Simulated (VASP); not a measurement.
Runs of VASP 6.6.1 on Be. The structure is that of space group Fd-3m (No. 227), or close to it. The cells are those of the table. 

```csv
task,cell,k mesh,cutoff (eV),gap on the mesh (eV),pressure (GPa)
single point,"a = 3.369 Å, angles 60.0°, 2 atoms",13 × 13 × 13,520,none,4.2
single point,"a = 3.464 Å, angles 60.0°, 2 atoms",13 × 13 × 13,520,none,0.0
single point,"a = 3.510 Å, angles 60.0°, 2 atoms",13 × 13 × 13,520,none,-1.6
single point,"a = 3.554 Å, angles 60.0°, 2 atoms",13 × 13 × 13,520,none,-3.0
single point,"a = 3.320 Å, angles 60.0°, 2 atoms",13 × 13 × 13,520,none,(a)
relaxation of cell and atoms,"relaxed from a = 3.141 Å, angles 60.0°, 2 atoms",12 × 12 × 12,600,none,0.0
single point,"a = 3.464 Å, angles 60.0°, 2 atoms",18 × 18 × 18,520,none,0.0
single point,"a = 3.464 Å, angles 60.0°, 2 atoms",12 × 12 × 12,520,none,0.0
```

Alike in all rows: level PBE; potentials or basis VASP PAW PBE potentials, release 64 (Be); no spin polarisation; smearing fermi-dirac 0.1 eV.

Problem. Estimate the missing entries.

Solution. (a) 7.0.

A gap of «none» marks levels without a gap at the run's occupations.
